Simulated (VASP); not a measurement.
H2ClF: single point with r2SCAN+D3(BJ)

System: H2ClF.

```
F H Cl
1.0
     6.12248    0.00000    0.00000
     0.00000    6.12248    0.00000
     0.00000    0.00000    6.12248
F H Cl
3 6 3
Cartesian
  3.9925 0.5979 1.0270
  5.8255 1.1228 5.3281
  2.9636 4.4961 1.8945
  3.6369 1.3933 0.6217
  5.7214 0.2219 5.5415
  3.1090 5.3935 1.6409
  5.5584 4.5192 1.3678
  2.7416 3.3314 6.6381
  0.2604 1.5071 1.0824
  6.1638 4.2014 0.2849
  2.9973 2.7445 5.5332
  1.0110 1.4319 2.1739
```

| Quantity | Value |
| --- | --- |
| Program | VASP 6.6.1 |
| Task | single point |
| Functional | r2SCAN |
| Dispersion | D3(BJ) |
| Potentials or basis | VASP PAW PBE potentials, release 64 (F_h, H_h, Cl) |
| Cutoff | 1110 eV |
| k mesh | 1 × 1 × 1 |
| Occupations | fermi-dirac, width 0.05 eV |
| Spin | no spin polarisation |
| Dipole correction | no |
| Further INCAR settings | ALGO = Normal; EDIFF = 1e-06; NBANDS = 36 |

- Pressure: 0.3 GPa
- Largest force: 1.052 eV/Å
- Dispersion energy per atom: -0.022 eV

Forces in eV/Å, atoms in the order of the input:
```
F   -0.082 -0.160  0.293
F    0.032 -0.092 -0.090
F    0.060  0.154  0.107
H    0.034 -0.344 -0.203
H    0.002 -0.079 -0.034
H    0.022  0.007 -0.061
H    0.020 -0.002 -0.020
H   -0.167  0.503  0.436
H    0.698 -0.050  0.786
Cl  -0.120  0.328  0.079
Cl   0.042 -0.298 -0.580
Cl  -0.542  0.032 -0.713
```

Stress tensor (GPa, compression positive):
```
 0.23 -0.29 -0.59
-0.29  0.49  0.30
-0.59  0.30  0.24
```

Levels at points of the mesh, in eV from the Fermi level:
| k point | band 21 | band 22 | band 23 | band 24 | band 25 | band 26 | band 27 | band 28 |
| --- | --- | --- | --- | --- | --- | --- | --- | --- |
| (0.00, 0.00, 0.00) | -2.31 | -1.56 | -1.33 | -1.27 | 5.02 | 6.45 | 7.22 | 7.84 |

Wall time 4.2 min on 1 thread of Intel(R) Xeon(R) Platinum 8259CL CPU @ 2.50GHz (Skylake/Cascade Lake) (shared host), peak memory 0.75 GiB.

Caveat: the k points lie up to 1.03 Å⁻¹ apart, too coarse for converged energies, forces and pressures; the PAW data sets were made with another functional, which shifts forces and pressure a little.
